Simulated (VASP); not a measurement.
Write the native input for VASP 6.6.1 that does the following.

- Task: electric field gradients
- Functional: PBEsol
- Potentials or basis: VASP PAW PBE potentials, release 64 (Al, Ru_pv)
- Cutoff: 520 eV
- k mesh: 12 × 12 × 12
- Occupations: fermi-dirac, width 0.05 eV
- Spin: no spin polarisation
- Dipole correction: no
- Further INCAR settings: ALGO = Normal; EDIFF = 1e-08; NBANDS = 16

The structure of AlRu lies in POSCAR:

```
AlRu
1.0
    2.9616840000      0.0000000000      0.0000000000
    0.0000000000      2.9616840000      0.0000000000
    0.0000000000      0.0000000000      2.9916000000
Al Ru
1 1
Direct
    0.0000000000      0.0000000000      0.0000000000
    0.5000000000      0.5000000000      0.5000000000
```

This cell differs from its parent crystal: equal xx and yy strain of -1 %.

These files were run (other wordings do the same):

INCAR

```
SYSTEM = AlRu
ALGO     = Normal         ! electronic algorithm
EDIFF    = 1E-8           ! SCF threshold, eV
ENCUT    = 520            ! plane-wave cutoff, eV
GGA      = PS             ! functional
ISIF     = 2              ! what is computed and relaxed
ISMEAR   = -1             ! smearing method
LASPH    = .TRUE.         ! aspherical terms in the spheres
LCHARG   = .FALSE.        ! write CHGCAR
LEFG     = .TRUE.       
LREAL    = .FALSE.        ! projectors in reciprocal space
LWAVE    = .FALSE.        ! write WAVECAR
NBANDS   = 16             ! bands
NELM     = 80             ! most SCF steps
PREC     = Accurate       ! precision mode
SIGMA    = 0.05           ! smearing width, eV
```

KPOINTS

```
k-points
0
G
  12 12 12
  0 0 0
```

Potentials or basis: VASP PAW PBE potentials, release 64 (Al, Ru_pv).

Command:

```bash
$ cat potpaw_PBE.64/Al/POTCAR potpaw_PBE.64/Ru_pv/POTCAR > POTCAR
$ mpirun -np 1 vasp_std > vasp.out
```

It gave:

The pressure is 1.0 GPa and the band gap on the k mesh is zero (an odd number of electrons rules out a gap without spin polarisation). The largest electric field gradient by atom is Al +0.0; Ru +6.5 V/Å².

Caveat: the cell differs from its parent crystal (equal xx and yy strain of -1 %); without QUAD_EFG the Cq values of the log hold for a quadrupole moment of 1 mb, not for the nuclei; the PAW data sets were made with another functional, which shifts forces and pressure a little.

Run time: 66 s on 1 thread of Intel Xeon 8259CL (shared host), peak memory 0.2 GiB.
